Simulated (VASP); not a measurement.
A run of VASP 6.6.1 is set up as follows.

The input POSCAR:

```
Sr2C
1.0
    0.0000000000      3.3601424637      3.3601424637
    3.3601424637      0.0000000000      3.3601424637
    3.3601424637      3.3601424637      0.0000000000
C Sr
1 2
Direct
    0.0000000000      0.0000000000      0.0000000000
    0.2500000000      0.2500000000      0.2500000000
    0.7500000000      0.7500000000      0.7500000000
```

INCAR.step1

```
ALGO     = Normal         # electronic algorithm
EDIFF    = 1E-5           # SCF threshold, eV
ENCUT    = 520            # plane-wave cutoff, eV
GGA      = PE             # functional
ISIF     = 2              # what is computed and relaxed
ISMEAR   = 0              # smearing method
LASPH    = T              # aspherical terms in the spheres
LREAL    = F              # projectors in reciprocal space
LWAVE    = T              # write WAVECAR
NBANDS   = 19             # bands
NELM     = 60             # most SCF steps
PREC     = Accurate       # precision mode
SIGMA    = 0.01           # smearing width, eV
```

File INCAR.step2:

```
AEXX     = 0.25           # exact-exchange fraction
ALGO     = Normal         # electronic algorithm
EDIFF    = 1E-7           # SCF threshold, eV
ENCUT    = 520            # plane-wave cutoff, eV
GGA      = PE             # functional
ISIF     = 2              # what is computed and relaxed
ISMEAR   = 0              # smearing method
ISTART   = 1            
LASPH    = T              # aspherical terms in the spheres
LCHARG   = T              # write CHGCAR
LELF     = T              # ELF
LHFCALC  = T              # exact exchange
LREAL    = F              # projectors in reciprocal space
LVHAR    = T            
LWAVE    = F              # write WAVECAR
NBANDS   = 19             # bands
NELM     = 60             # most SCF steps
PREC     = Accurate       # precision mode
PRECFOCK = Normal       
SIGMA    = 0.01           # smearing width, eV
```

The input KPOINTS:

```
k-points
0
Gamma
  4 4 4
```

Potentials or basis: VASP PAW PBE potentials, release 64 (C, Sr_sv).

Command:

```sh
$ cat potpaw_PBE.64/C/POTCAR potpaw_PBE.64/Sr_sv/POTCAR > POTCAR
$ cp INCAR.step1 INCAR
$ mpirun -np 1 vasp_std > vasp.out
$ cp INCAR.step2 INCAR
$ mpirun -np 1 vasp_std > vasp.out
```

(1) Predict the pressure.

(2) Estimate the band gap on the k mesh.

## Answers

(1) 0.4 GPa.

(2) 1.01 eV (least direct gap 1.08 eV).

Caveat: the structure was generated, so it needn't be the stable form of Sr2C; the PAW data sets were made with another functional, which shifts forces and pressure a little.
